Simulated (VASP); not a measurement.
Set up this calculation in VASP 6.6.1, as the native input.

| Item | Value |
| --- | --- |
| Task | single point |
| Functional | LDA |
| Potentials or basis | VASP PAW LDA potentials, release 64 (Ag) |
| Cutoff | 520 eV |
| k mesh | 10 × 10 × 6 |
| Occupations | fermi-dirac, width 0.05 eV |
| Spin | no spin polarisation |
| Dipole correction | no |
| Further INCAR settings | ALGO = Fast; EDIFF = 1e-06; NBANDS = 18 |

The structure of Ag lies in POSCAR:

```
Ag
1.0
    2.9300000000      0.0000000000      0.0000000000
   -1.4650000000      2.5374544331      0.0000000000
    0.0000000000      0.0000000000      4.7900000000
Ag
2
Direct
    0.6666666667      0.3333333333      0.7500000000
    0.3333333333      0.6666666667      0.2500000000
```

This isn't the form of Ag at room conditions, which is fcc.

The input as run:

INCAR

```
SYSTEM = Ag
PREC = Accurate
ENCUT = 520
EDIFF = 1E-6
ISMEAR = -1
SIGMA = 0.05
LREAL = .FALSE.
LASPH = .TRUE.
NELM = 80
ALGO = Fast
ISIF = 2
LWAVE = .FALSE.
LCHARG = .TRUE.
LELF = .TRUE.
LVHAR = .TRUE.
NBANDS = 18
```

KPOINTS

```
regular mesh
0
G
  10 10 6
  0 0 0
```

Potentials or basis: VASP PAW LDA potentials, release 64 (Ag).

Command:

```bash
$ cat potpaw_LDA.64/Ag/POTCAR > POTCAR
$ mpirun -np 1 vasp_std > vasp.out
```

It gave:

```json
{
  "Pressure": "-10.3 GPa",
  "Band gap on the k mesh": "zero (bands 11 and 12 overlap by 6.33 eV)"
}
```

Caveat: the cell stands under tension.

It took 30 s on 1 thread of Intel Xeon 8259CL (shared host), peak memory 0.15 GiB.
